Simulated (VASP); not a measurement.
## W4S: relaxation of cell and atoms with PBE

W4S:

```
CELL_PARAMETERS angstrom
4.43205 0.00000 0.00000
-2.21602 3.83827 0.00000
0.00000 0.00000 7.17199
ATOMIC_POSITIONS crystal
W 0.00000 0.00000 0.17898
W 0.00000 0.00000 0.82102
W 0.33333 0.66667 0.00000
W 0.66667 0.33333 0.00000
S 0.00000 0.00000 0.50000
```

The cell was built from a structure type or drawn by symmetry, and may not be a known phase.

```json
{
  "Program": "VASP 6.6.1",
  "Task": "relaxation of cell and atoms",
  "Functional": "PBE",
  "Potentials or basis": "VASP PAW PBE potentials, release 64 (W_sv, S)",
  "Cutoff": "600 eV",
  "k mesh": "6 × 6 × 4",
  "Occupations": "gaussian, width 0.1 eV",
  "Spin": "no spin polarisation",
  "Dipole correction": "no",
  "Further INCAR settings": "ALGO = Normal; EDIFF = 1e-06; IBRION = 2; EDIFFG = -0.04; NSW = 90; ISIF = 3"
}
```

The relaxed volume is 24.45 Å³/atom. The relaxed cell is a = 4.428 Å, b = 4.428 Å, c = 7.200 Å, α = 90.00°, β = 90.00°, γ = 120.00° and the space group after relaxing (to 0.1 Å) is P6/mmm (No. 191). The energy gained by relaxing is 0.8 meV/atom. The ionic steps are 4, the pressure after relaxing is 0.1 GPa and the largest force after relaxing is 0.007 eV/Å. The band gap on the k mesh is zero (bands 31 and 32 overlap by 0.62 eV).

Forces in eV/Å, atoms in the order of the input:
```
W    0.000  0.000 -0.007
W    0.000  0.000  0.007
W    0.000  0.000  0.000
W    0.000  0.000  0.000
S    0.000  0.000  0.000
```

Stress tensor (GPa, compression positive):
```
 0.10  0.00  0.00
 0.00  0.10  0.00
 0.00  0.00 -0.01
```

The path:
```
step  energy change (eV)  largest force (eV/Å)  pressure (GPa)  volume (Å³)
   1              0.0000                0.2907            0.69       122.01
   2              0.0059                0.2389           -1.84       123.88
   3             -0.0034                0.0794           -0.27       122.70
   4             -0.0042                0.0071            0.07       122.26
```

Final structure:
```cif
data_structure
_symmetry_space_group_name_H-M 'P 1'
_symmetry_Int_Tables_number 1
_cell_length_a 4.4282
_cell_length_b 4.4282
_cell_length_c 7.1996
_cell_angle_alpha 90.000
_cell_angle_beta 90.000
_cell_angle_gamma 120.000
_cell_volume 122.26
loop_
_atom_site_label
_atom_site_type_symbol
_atom_site_fract_x
_atom_site_fract_y
_atom_site_fract_z
_atom_site_occupancy
W1 W 0.00000 0.00000 0.18041 1
W2 W 0.00000 0.00000 0.81959 1
W3 W 0.33333 0.66667 0.00000 1
W4 W 0.66667 0.33333 0.00000 1
S1 S 0.00000 0.00000 0.50000 1
```

Levels at points of the mesh, in eV from the Fermi level:
```tsv
k point	band 29	band 30	band 31	band 32	band 33	band 34
(0.00, 0.00, 0.00)	-1.28	0.28	0.30	0.30	0.48	0.48
(0.50, 0.00, 0.00)	-0.41	-0.39	-0.36	-0.06	0.20	0.41
(0.00, 0.00, 0.50)	-1.26	0.31	0.31	1.05	1.05	1.60
(0.50, 0.00, 0.50)	-0.46	-0.40	-0.20	-0.20	-0.12	0.89
```

It took 2.4 min on 1 thread of Intel(R) Xeon(R) 6975P-C (Granite Rapids), with other jobs on the host, peak memory 0.32 GiB.

Caveat: spin-orbit coupling is left out, which moves the levels of the heavy elements.
